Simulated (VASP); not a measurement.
# ZrO2 (Cubic zirconia) (Fm-3m) in VASP: notebook, part 2 of 3

VASP 6.6.1.

## (3) Single point, PBE

This run uses another cell than the first one, of 10.28 Å³/atom, 1.029 times its volume.

Input file INCAR:

```
PREC = Accurate
ENCUT = 600
EDIFF = 1E-6
ISMEAR = 0
SIGMA = 0.01
LREAL = F
LASPH = T
NELM = 120
ALGO = Normal
ISIF = 2
LWAVE = F
LCHARG = F
GGA = PE
NBANDS = 19
GGA_COMPAT = F
```

Input file KPOINTS:

```
regular mesh
0
Gamma
  7 7 7
```

Input file POSCAR:

```
ZrO2
1.0
    0.0000000000      2.4891075308      2.4891075308
    2.4891075308      0.0000000000      2.4891075308
    2.4891075308      2.4891075308      0.0000000000
Zr O
1 2
Direct
    0.0000000000      0.0000000000      0.0000000000
    0.2500000000      0.2500000000      0.2500000000
    0.7500000000      0.7500000000      0.7500000000
```

Potentials or basis: VASP PAW PBE potentials, release 64 (Zr_sv, O).

Launch:

```sh
$ cat potpaw_PBE.64/Zr_sv/POTCAR potpaw_PBE.64/O/POTCAR > POTCAR
$ mpirun -np 1 vasp_std > vasp.out
```

OUTCAR:

```text
PREC = Accurate
   ENCUT = 600
   EDIFF = 1E-6
   ISMEAR = 0
   LREAL = F
   LASPH = T
   NELM = 120
   ISIF = 2
   GGA = PE

 ion  position               nearest neighbor table
   1  0.000  0.000  0.000-   3 2.16   3 2.16   3 2.16   2 2.16   3 2.16   2 2.16   2 2.16   2 2.16

   2  0.250  0.250  0.250-   1 2.16   1 2.16   1 2.16   1 2.16
   3  0.750  0.750  0.750-   1 2.16   1 2.16   1 2.16   1 2.16

  LATTYP: Found a face centered cubic cell.
 ALAT       =     4.9782150616

  Lattice vectors:

 A1 = (   0.0000000000,   2.4891075308,   2.4891075308)
 A2 = (   2.4891075308,   0.0000000000,   2.4891075308)
 A3 = (   2.4891075308,   2.4891075308,   0.0000000000)

Analysis of symmetry for initial positions (statically):
=====================================================================
 Subroutine PRICEL returns:
 Original cell was already a primitive cell.

 Routine SETGRP: Setting up the symmetry group for a
 face centered cubic supercell.

 Subroutine GETGRP returns: Found 48 space group operations
 (whereof 48 operations were pure point group operations)
 out of a pool of 48 trial point group operations.

The static configuration has the point symmetry O_h .

Analysis of symmetry for dynamics (positions and initial velocities):
=====================================================================
 Subroutine PRICEL returns:
 Original cell was already a primitive cell.

 Routine SETGRP: Setting up the symmetry group for a
 face centered cubic supercell.

 Subroutine GETGRP returns: Found 48 space group operations
 (whereof 48 operations were pure point group operations)
 out of a pool of 48 trial point group operations.

The dynamic configuration has the point symmetry O_h .

 Subroutine INISYM returns: Found 48 space group operations
 (whereof 48 operations are pure point group operations),
[... 107 lines left out ...]
   EFERMI =   0.00;   METHOD = LEGACY
   ISMEAR =     0;   SIGMA  =   0.01  broadening in eV -4-tet -1-fermi 0-gaus
   EFERMI_NEDOS =   21; number of points for ismear=-14 and -15
   IALGO  =     38    algorithm
   IMIX   =      4    mixing-type and parameters
     AMIX     =   0.40;   BMIX     =  1.00
     AMIX_MAG =   1.60;   BMIX_MAG =  1.00
  volume/ion in A,a.u.               =      10.28        69.38
  Fermi-wavevector in a.u.,A,eV,Ry     =   1.505769  2.845490 30.849023  2.267339
  Thomas-Fermi vector in A             =   2.616574
   LORBIT       =      0    0 simple, 1 ext, 2 COOP (PROOUT), +10 PAW based schemes
   GGA     = PE    functional components
   LHFCALC =     F    Hartree Fock is set to
   AEXX    =    0.0000 exact exchange contribution
   IVDW    =     0    specifies the selected vdW correction
   LEPSILON=     F    determine dielectric tensor
   LRPA    =     F    only Hartree local field effects (RPA)
 non-spin polarized calculation
 Gauss-broadening in eV      SIGMA  =   0.01
  energy-cutoff  :      600.00
  volume of cell :       30.84
 maximum number of plane-waves:      1041
   NGX = 13   NGY = 13   NGZ = 13

 number of electron      24.0000005 magnetization

 Free energy of the ion-electron system (eV)
  ---------------------------------------------------
  ext. energy  EPLUGINS =         0.00000000
  ---------------------------------------------------
  free energy    TOTEN  =       -28.38783933 eV

  energy without entropy =      -28.38783933  energy(sigma->0) =      -28.38783933

 E-fermi :   8.0971     XC(G=0): -12.1454

 val. band max:        7.8999490795   @ k =  -0.4286   0.4286   0.0000
 cond. band min:      11.5295649271   @ k =   0.0000   0.0000   0.0000
 fundamental gap:      3.6296158476
 Fermi energy:         8.0971257895

 k-point     1 :       0.0000    0.0000    0.0000
  band No.  band energies     occupation
      1     -39.7815      2.00000
      2     -17.6075      2.00000
      3     -17.6075      2.00000
      4     -17.6075      2.00000
      5     -10.5213      2.00000
      6      -7.7187      2.00000
[... 417 lines left out ...]
      6      -8.4087      2.00000
[... 11 lines left out ...]
     18      20.5132      0.00000
     19      24.3488      0.00000

------------------------ aborting loop because EDIFF is reached ----------------------------------------

  FORCE on cell =-STRESS in cart. coord.  units (eV):
  Direction    XX          YY          ZZ          XY          YZ          ZX
  --------------------------------------------------------------------------------------
  -------------------------------------------------------------------------------------
  Total        4.4498414      4.4498414      4.4498414      0.0000000      0.0000000      0.0000000
  in kB      231.1501287    231.1501287    231.1501287      0.0000000      0.0000000      0.0000000
  external PRESSURE =     231.1501287 kB  Pullay stress =       0.0000000 kB

 VOLUME and BASIS-vectors are now :
 -----------------------------------------------------------------------------
  energy-cutoff  :      600.00
  volume of cell :       30.84
      direct lattice vectors                 reciprocal lattice vectors
     0.000000000  2.489107531  2.489107531    -0.200875211  0.200875211  0.200875211
     2.489107531  0.000000000  2.489107531     0.200875211 -0.200875211  0.200875211
     2.489107531  2.489107531  0.000000000     0.200875211  0.200875211 -0.200875211

 POSITION                                       TOTAL-FORCE (eV/Angst)
 -----------------------------------------------------------------------------------
      0.00000      0.00000      0.00000         0.000000      0.000000      0.000000
      1.24455      1.24455      1.24455        -0.000000      0.000000     -0.000000
      3.73366      3.73366      3.73366         0.000000     -0.000000      0.000000
 -----------------------------------------------------------------------------------
    total drift:                                0.000000      0.000000      0.000000

  FREE ENERGIE OF THE ION-ELECTRON SYSTEM (eV)
  ---------------------------------------------------
  free  energy   TOTEN  =       -28.3878393297 eV

  energy  without entropy=      -28.3878393297  energy(sigma->0) =      -28.38783933
```

OSZICAR:

```text
N       E                     dE             d eps       ncg     rms          rms(c)
DAV:   1     0.206045693578E+03    0.20605E+03   -0.15788E+04   760   0.147E+03
DAV:   2    -0.240537772070E+02   -0.23010E+03   -0.22216E+03   897   0.373E+02
DAV:   3    -0.342632475866E+02   -0.10209E+02   -0.10152E+02  1053   0.759E+01
DAV:   4    -0.345764921486E+02   -0.31324E+00   -0.31260E+00  1083   0.102E+01
DAV:   5    -0.345795462258E+02   -0.30541E-02   -0.30540E-02   912   0.104E+00    0.278E+01
DAV:   6    -0.284297358617E+02    0.61498E+01   -0.22054E+01   800   0.401E+01    0.991E+00
DAV:   7    -0.284080212433E+02    0.21715E-01   -0.91262E-01   907   0.745E+00    0.791E+00
DAV:   8    -0.284096844166E+02   -0.16632E-02   -0.34252E-01   859   0.550E+00    0.369E+00
DAV:   9    -0.283869996044E+02    0.22685E-01   -0.72390E-02   840   0.230E+00    0.343E-01
DAV:  10    -0.283880912585E+02   -0.10917E-02   -0.62273E-03   898   0.779E-01    0.455E-01
DAV:  11    -0.283878184253E+02    0.27283E-03   -0.95226E-04   820   0.327E-01    0.536E-02
DAV:  12    -0.283878478893E+02   -0.29464E-04   -0.68888E-05   897   0.656E-02    0.827E-02
DAV:  13    -0.283878384884E+02    0.94008E-05   -0.44605E-05   842   0.597E-02    0.707E-03
DAV:  14    -0.283878393297E+02   -0.84125E-06   -0.31456E-06   883   0.182E-02
   1 F= -.28387839E+02 E0= -.28387839E+02  d E =-.280194-172
```

stdout:

```text
POSCAR found type information on POSCAR ZrO
 POSCAR found :  2 types and       3 ions
 scaLAPACK will be used
 LDA part: xc-table for (Slater+PW92), standard interpolation
 POSCAR, INCAR and KPOINTS ok, starting setup
 FFT: planning ... GRIDC
 FFT: planning ... GRID_SOFT
 FFT: planning ... GRID
 WAVECAR not read
 entering main loop
```

Run time: 15 s. Hardware: 1 thread of Intel Xeon Platinum 8488C (Sapphire Rapids), shared host; peak memory 0.16 GiB.

What came out:

| Property | Result |
| --- | --- |
| Free energy | -28.3878 eV |
| Pressure | 23.1 GPa |
| Band gap on the k mesh | 3.63 eV, indirect (least direct gap 4.09 eV) |

A k mesh can miss the band edges. A hybrid or GW would open this gap; PBE tends to underestimate it.

(Continued in part 3 of 3.)
